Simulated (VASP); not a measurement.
# AgCl (R3m) in VASP: a series of runs

AgCl is run at these levels: PBE; tasks: single point, relaxation of cell and atoms.

Program: VASP 6.6.1. These are calculated values, not measurements. Logs are shortened: lines on timing, memory, paths and dates and some standing lists are left out, and cuts for length are marked.

### 1 The cell of the first run

It takes space group R3m (No. 160, trigonal). Conventional cell: a = 3.932 Å, b = 3.932 Å, c = 9.552 Å, α = 90.00°, β = 90.00°, γ = 120.00°. Within 3.3 Å of Ag (site symmetry 3m) lie 6 Cl at 2.54 to 3.06 Å. Cl (site symmetry 3m) has 6 Ag at 2.54 to 3.06 Å within 3.3 Å.

### 2 Single point, PBE

INCAR reads:

```
  PREC = Accurate
  ENCUT = 520
  EDIFF = 1E-7
  ISMEAR = 0
  SIGMA = 0.1
  LREAL = F
  LASPH = T
  NELM = 60
  ALGO = Normal
  ISIF = 2
  LWAVE = F
  LCHARG = T
  GGA = PE
  LELF = T
  LVHAR = T
  NBANDS = 16
```

KPOINTS reads:

```
regular mesh
0
Gamma
  6 6 6
```

POSCAR reads:

```
AgCl
1.0
    1.9659570900      1.1350458500      3.1839969900
   -1.9659570900      1.1350458500      3.1839969900
    0.0000000000     -2.2700917100      3.1839969900
Ag Cl
1 1
Direct
    0.9760536000      0.9760536000      0.9760536000
    0.5239464000      0.5239464000      0.5239464000
```

Potentials or basis: VASP PAW PBE potentials, release 64 (Ag, Cl).

Run with:

```
$ cat potpaw_PBE.64/Ag/POTCAR potpaw_PBE.64/Cl/POTCAR > POTCAR
$ mpirun -np 1 vasp_std > vasp.out
```

OUTCAR:

```text
PREC = Accurate
   ENCUT = 520
   EDIFF = 1E-7
   ISMEAR = 0
   LREAL = F
   LASPH = T
   NELM = 60
   ISIF = 2
   GGA = PE

 ion  position               nearest neighbor table
   1  0.976  0.976  0.976-   2 2.54   2 2.54   2 2.54   2 3.06   2 3.06   2 3.06
   2  0.524  0.524  0.524-   1 2.54   1 2.54   1 2.54   1 3.06   1 3.06   1 3.06

  LATTYP: Found a trigonal (rhomboedric) cell.
 ALAT       =     3.9103904145
 COS(alpha) =     0.4944806019

  Lattice vectors:

 A1 = (   1.9659570900,   1.1350458500,   3.1839969900)
 A2 = (  -1.9659570900,   1.1350458500,   3.1839969900)
 A3 = (   0.0000000000,  -2.2700917100,   3.1839969900)

Analysis of symmetry for initial positions (statically):
=====================================================================
 Subroutine PRICEL returns:
 Original cell was already a primitive cell.

 Routine SETGRP: Setting up the symmetry group for a
 trigonal (rhombohedral) supercell.

 Subroutine GETGRP returns: Found  6 space group operations
 (whereof  6 operations were pure point group operations)
 out of a pool of 12 trial point group operations.

The static configuration has the point symmetry C_3v.

Analysis of symmetry for dynamics (positions and initial velocities):
=====================================================================
 Subroutine PRICEL returns:
 Original cell was already a primitive cell.

 Routine SETGRP: Setting up the symmetry group for a
 trigonal (rhombohedral) supercell.

 Subroutine GETGRP returns: Found  6 space group operations
 (whereof  6 operations were pure point group operations)
 out of a pool of 12 trial point group operations.

The dynamic configuration has the point symmetry C_3v.

 Subroutine INISYM returns: Found  6 space group operations
 (whereof  6 operations are pure point group operations),
 and found     1 'primitive' translations

----------------------------------------------------------------------------------------

                                     Primitive cell

  volume of cell :      42.6296

  direct lattice vectors                    reciprocal lattice vectors
     1.965957090  1.135045850  3.183996990     0.254329050  0.146836946  0.104690216
    -1.965957090  1.135045850  3.183996990    -0.254329050  0.146836946  0.104690216
     0.000000000 -2.270091710  3.183996990     0.000000000 -0.293673892  0.104690216

  length of vectors
     3.910390414  3.910390414  3.910390416     0.311776195  0.311776195  0.311776196

  position of ions in fractional coordinates (direct lattice)
     0.976053600  0.976053600  0.976053600
     0.523946400  0.523946400  0.523946400

  ion indices of the primitive-cell ions
   primitive index   ion index
                 1           1
                 2           2

----------------------------------------------------------------------------------------

 KPOINTS: regular mesh

Automatic generation of k-mesh.
 Grid dimensions read from file:
 generate k-points for:    6    6    6

 Generating k-lattice:

  Cartesian coordinates                     Fractional coordinates (reciprocal lattice)
     0.042388175  0.024472824  0.017448369     0.166666667  0.000000000  0.000000000
    -0.042388175  0.024472824  0.017448369     0.000000000  0.166666667  0.000000000
     0.000000000 -0.048945649  0.017448369    -0.000000000 -0.000000000  0.166666667

  Length of vectors
     0.051962699  0.051962699  0.051962699

  Shift w.r.t. Gamma in fractional coordinates (k-lattice)
     0.000000000  0.000000000  0.000000000

 Subroutine IBZKPT returns following result:
 ===========================================

 Found     32 irreducible k-points:

 Following reciprocal coordinates:
            Coordinates               Weight
  0.000000  0.000000  0.000000      1.000000
  0.166667 -0.000000  0.000000      6.000000
  0.333333 -0.000000 -0.000000      6.000000
  0.500000 -0.000000 -0.000000      3.000000
  0.166667  0.166667  0.000000      6.000000
  0.333333  0.166667  0.000000     12.000000
[... 16 lines left out ...]
  0.500000  0.500000  0.166667      6.000000
 -0.333333  0.500000  0.166667     12.000000
 [... further k-points ...]
   k-points           NKPTS =     32   k-points in BZ     NKDIM =     32   number of bands    NBANDS=     16
   number of dos      NEDOS =    301   number of ions     NIONS =      2
   total plane-waves  NPLWV =  27000
   dimension x,y,z NGX =    30 NGY =   30 NGZ =   30
   dimension x,y,z NGXF=    60 NGYF=   60 NGZF=   60
   ions per type =               1   1
   NGX,Y,Z   is equivalent  to a cutoff of  12.75, 12.75, 12.75 a.u.
   NGXF,Y,Z  is equivalent  to a cutoff of  25.51, 25.51, 25.51 a.u.
 SYSTEM =  unknown system
   PREC   = accura    normal or accurate (medium, high low for compatibility)
   ISTART =      0    job   : 0-new  1-cont  2-samecut
   ICHARG =      2    charge: 1-file 2-atom 10-const
   ISPIN  =      1    spin polarized calculation?
   LNONCOLLINEAR =      F non collinear calculations
   LSORBIT =      F    spin-orbit coupling
   LASPH  =      T    aspherical Exc in radial PAW
   ENCUT  =  520.0 eV  38.22 Ry    6.18 a.u.   7.27  7.27  7.27*2*pi/ulx,y,z
   NELM   =     60;   NELMIN=  2; NELMDL= -5     # of ELM steps
   EDIFF  = 0.1E-06   stopping-criterion for ELM
   LREAL  =      F    real-space projection
   EDIFFG = 0.1E-05   stopping-criterion for IOM
   NSW    =      0    number of steps for IOM
   IBRION =     -1    ionic relax: 0-MD 1-quasi-New 2-CG
   NFREE  =      0    steps in history (QN), initial steepest desc. (CG)
   ISIF   =      2    stress and relaxation
   ISYM   =      2    0-nonsym 1-usesym 2-fastsym
   POTIM  = 0.5000    time-step for ionic-motion
   TEBEG  =    0.0;   TEEND  =   0.0 temperature during run
   PSTRESS=    0.0 pullay stress
   NELECT =      18.0000    total number of electrons
   NUPDOWN=      -1.0000    fix difference up-down
   EMIN   =  10.00;   EMAX   =-10.00  energy-range for DOS
   EFERMI =   0.00;   METHOD = LEGACY
   ISMEAR =     0;   SIGMA  =   0.10  broadening in eV -4-tet -1-fermi 0-gaus
   EFERMI_NEDOS =   21; number of points for ismear=-14 and -15
   IALGO  =     38    algorithm
   IMIX   =      4    mixing-type and parameters
     AMIX     =   0.40;   BMIX     =  1.00
     AMIX_MAG =   1.60;   BMIX_MAG =  1.00
  volume/ion in A,a.u.               =      21.31       143.84
  Fermi-wavevector in a.u.,A,eV,Ry     =   1.228180  2.320923 20.523370  1.508425
  Thomas-Fermi vector in A             =   2.363115
   LORBIT       =      0    0 simple, 1 ext, 2 COOP (PROOUT), +10 PAW based schemes
   GGA     = PE    functional components
   LHFCALC =     F    Hartree Fock is set to
   AEXX    =    0.0000 exact exchange contribution
   IVDW    =     0    specifies the selected vdW correction
   LEPSILON=     F    determine dielectric tensor
   LRPA    =     F    only Hartree local field effects (RPA)
 non-spin polarized calculation
 Gauss-broadening in eV      SIGMA  =   0.10
  energy-cutoff  :      520.00
  volume of cell :       42.63
 maximum number of plane-waves:      1167
 NGX is ok and might be reduce to    30
   NGX = 15   NGY = 15   NGZ = 15

 number of electron      17.9999999 magnetization

 Free energy of the ion-electron system (eV)
  ---------------------------------------------------
  ext. energy  EPLUGINS =         0.00000000
  ---------------------------------------------------
  free energy    TOTEN  =        -5.28063407 eV

  energy without entropy =       -5.28063407  energy(sigma->0) =       -5.28063407

 E-fermi :   4.4386     XC(G=0):  -9.9319

 val. band max:        4.0191999898   @ k =   0.5000   0.5000   0.5000
 cond. band min:       4.8363646553   @ k =   0.0000   0.0000   0.0000
 fundamental gap:      0.8171646655
 Fermi energy:         4.4385585504

 k-point     1 :       0.0000    0.0000    0.0000
  band No.  band energies     occupation
      1     -11.4407      2.00000
      2       0.1068      2.00000
      3       0.1068      2.00000
      4       0.5204      2.00000
      5       1.3180      2.00000
      6       1.3180      2.00000
[... 8 lines left out ...]
     15      16.4326      0.00000
     16      16.4433      0.00000

 k-point     2 :       0.1667   -0.0000    0.0000
  band No.  band energies     occupation
      1     -11.3434      2.00000
      2      -0.3938      2.00000
      3      -0.0626      2.00000
      4       0.5933      2.00000
      5       1.2930      2.00000
      6       1.3381      2.00000
[... 8 lines left out ...]
     15      15.7850      0.00000
     16      16.8385      0.00000

 k-point     3 :       0.3333   -0.0000   -0.0000
  band No.  band energies     occupation
      1     -11.1376      2.00000
      2      -1.1570      2.00000
      3      -0.3767      2.00000
      4       0.1639      2.00000
      5       1.4428      2.00000
      6       1.5038      2.00000
[... 8 lines left out ...]
     15      16.5671      0.00000
     16      17.1099      0.00000

 k-point     4 :       0.5000   -0.0000   -0.0000
  band No.  band energies     occupation
      1     -11.0284      2.00000
      2      -1.5123      2.00000
      3      -0.5179      2.00000
      4      -0.0706      2.00000
      5       1.6057      2.00000
      6       1.6185      2.00000
[... 8 lines left out ...]
     15      17.4515      0.00000
     16      18.0568      0.00000
[... 324 lines left out ...]
 k-point    22 :      -0.1667    0.3333    0.1667
  band No.  band energies     occupation
      1     -11.0425      2.00000
      2      -0.9546      2.00000
      3      -0.3098      2.00000
      4       0.0784      2.00000
      5       1.4441      2.00000
      6       1.6289      2.00000
[... 8 lines left out ...]
     15      18.2188      0.00000
     16      19.3653      0.00000

 k-point    23 :       0.5000    0.5000    0.1667
  band No.  band energies     occupation
      1     -11.0019      2.00000
      2      -0.7381      2.00000
      3      -0.2854      2.00000
      4      -0.2043      2.00000
      5       1.5163      2.00000
      6       1.7435      2.00000
[... 8 lines left out ...]
     15      18.3064      0.00000
     16      19.1732      0.00000

 k-point    24 :      -0.3333    0.5000    0.1667
  band No.  band energies     occupation
      1     -10.9738      2.00000
      2      -0.5942      2.00000
      3      -0.4252      2.00000
      4      -0.0319      2.00000
      5       1.5540      2.00000
      6       1.7518      2.00000
[... 8 lines left out ...]
     15      18.2259      0.00000
     16      18.7105      0.00000

 [... further k-points ...]

------------------------ aborting loop because EDIFF is reached ----------------------------------------

  FORCE on cell =-STRESS in cart. coord.  units (eV):
  Direction    XX          YY          ZZ          XY          YZ          ZX
  --------------------------------------------------------------------------------------
  -------------------------------------------------------------------------------------
  Total        1.5437345      1.5437345      0.6434305      0.0000000     -0.0000000      0.0000000
  in kB       58.0192142     58.0192140     24.1824839      0.0000000     -0.0000000      0.0000000
  external PRESSURE =      46.7403040 kB  Pullay stress =       0.0000000 kB

 VOLUME and BASIS-vectors are now :
 -----------------------------------------------------------------------------
  energy-cutoff  :      520.00
  volume of cell :       42.63
      direct lattice vectors                 reciprocal lattice vectors
     1.965957090  1.135045850  3.183996990     0.254329050  0.146836946  0.104690216
    -1.965957090  1.135045850  3.183996990    -0.254329050  0.146836946  0.104690216
     0.000000000 -2.270091710  3.183996990     0.000000000 -0.293673892  0.104690216

 POSITION                                       TOTAL-FORCE (eV/Angst)
 -----------------------------------------------------------------------------------
      0.00000     -0.00000      9.32326         0.000000     -0.000000      0.483443
      0.00000     -0.00000      5.00473         0.000000      0.000000     -0.483443
 -----------------------------------------------------------------------------------
    total drift:                               -0.000000      0.000000      0.000306

  FREE ENERGIE OF THE ION-ELECTRON SYSTEM (eV)
  ---------------------------------------------------
  free  energy   TOTEN  =        -5.2806340745 eV

  energy  without entropy=       -5.2806340745  energy(sigma->0) =       -5.28063407
```

Run time: 19 s. Hardware: 1 thread of Intel Xeon Platinum 8488C (Sapphire Rapids), shared host; peak memory 0.18 GiB.

Results:

```
Free energy            : -5.2806 eV
Pressure               : 4.7 GPa
Largest force          : 0.483 eV/Å
Band gap on the k mesh : 0.82 eV, indirect (least direct gap 2.06 eV)
```

Forces in eV/Å, atoms in the order of the input:
```
Ag   0.000  0.000  0.483
Cl   0.000  0.000 -0.483
```

### 3 Relaxation of cell and atoms, PBE

INCAR reads:

```
SYSTEM = AgCl
PREC = Accurate
ENCUT = 600
EDIFF = 1E-7
ISMEAR = 0
SIGMA = 0.1
LREAL = .False.
LASPH = .True.
NELM = 80
ALGO = Normal
ISIF = 3
LWAVE = .False.
LCHARG = .False.
GGA = PE
IBRION = 2
NSW = 90
EDIFFG = -0.04
```

KPOINTS reads:

```
regular mesh
0
Gamma
  6 6 6
  0 0 0
```

POSCAR is that of step 2.

Potentials or basis: VASP PAW PBE potentials, release 64 (Ag, Cl).

Run with:

```
$ cat potpaw_PBE.64/Ag/POTCAR potpaw_PBE.64/Cl/POTCAR > POTCAR
$ mpirun -np 1 vasp_std > vasp.out
```

Wall time 1.9 min (1 thread of Intel Xeon Platinum 8488C (Sapphire Rapids), shared host); peak memory 0.2 GiB.

The run converged. Its results:

```
Free energy                            : -5.4001 eV
Relaxed volume                         : 21.92 Å³/atom
Relaxed cell                           : a = 3.964 Å, b = 3.964 Å, c = 3.964 Å, α = 59.81°, β = 59.81°, γ = 59.81°
Space group after relaxing (to 0.05 Å) : Fm-3m (No. 225)
Energy gained by relaxing              : 59.7 meV/atom
Ionic steps                            : 16
Pressure after relaxing                : 0.2 GPa
Largest force after relaxing           : 0.011 eV/Å
Band gap on the k mesh                 : 0.91 eV, indirect (least direct gap 3.11 eV)
```

Forces in eV/Å, atoms in the order of the input:
```
Ag   0.000  0.000 -0.011
Cl   0.000  0.000  0.011
```

Step by step:
```csv
step,energy change (eV),largest force (eV/Å),pressure (GPa),volume (Å³)
1,0.0000,0.4832,4.69,42.63
2,-0.0707,0.1499,-0.29,46.59
3,-0.0707,0.1432,-0.39,46.70
4,-0.0745,0.1441,-0.34,46.43
5,-0.0841,0.1437,-0.15,45.61
6,-0.0938,0.1273,0.56,43.97
7,-0.0981,0.0953,0.01,44.33
8,-0.1000,0.0583,-0.68,44.84
9,-0.1028,0.0506,-0.62,44.69
10,-0.1089,0.0178,-0.32,44.23
11,-0.1044,0.0959,0.87,43.31
12,-0.1103,0.0078,-0.06,43.97
13,-0.1104,0.0158,0.01,43.90
14,-0.1122,0.0157,0.04,43.90
15,-0.1165,0.0152,0.11,43.91
16,-0.1195,0.0114,0.23,43.84
```

Final structure:
```cif
data_structure
_symmetry_space_group_name_H-M 'P 1'
_symmetry_Int_Tables_number 1
_cell_length_a 3.9636
_cell_length_b 3.9636
_cell_length_c 3.9636
_cell_angle_alpha 59.812
_cell_angle_beta 59.812
_cell_angle_gamma 59.812
_cell_volume 43.84
loop_
_atom_site_label
_atom_site_type_symbol
_atom_site_fract_x
_atom_site_fract_y
_atom_site_fract_z
_atom_site_occupancy
Ag1 Ag 0.00066 0.00066 0.00066 1
Cl1 Cl 0.49934 0.49934 0.49934 1
```

Levels at points of the mesh, in eV from the valence-band top:
| k point | band 6 | band 7 | band 8 | band 9 | band 10 | band 11 | band 12 | band 13 |
| --- | --- | --- | --- | --- | --- | --- | --- | --- |
| (0.00, 0.00, 0.00) | -2.31 | -2.22 | -2.19 | -2.19 | 0.91 | 10.83 | 10.88 | 10.88 |
| (0.50, 0.00, 0.00) | -1.99 | -1.69 | -0.01 | 0.00 | 4.31 | 6.39 | 7.69 | 7.73 |
| (0.50, 0.50, 0.00) | -2.12 | -1.88 | -1.88 | -1.81 | 2.42 | 8.06 | 8.54 | 11.38 |
| (0.50, 0.50, 0.50) | -2.00 | -1.70 | -0.01 | -0.01 | 4.33 | 6.36 | 7.75 | 7.75 |

A k mesh can miss the band edges.
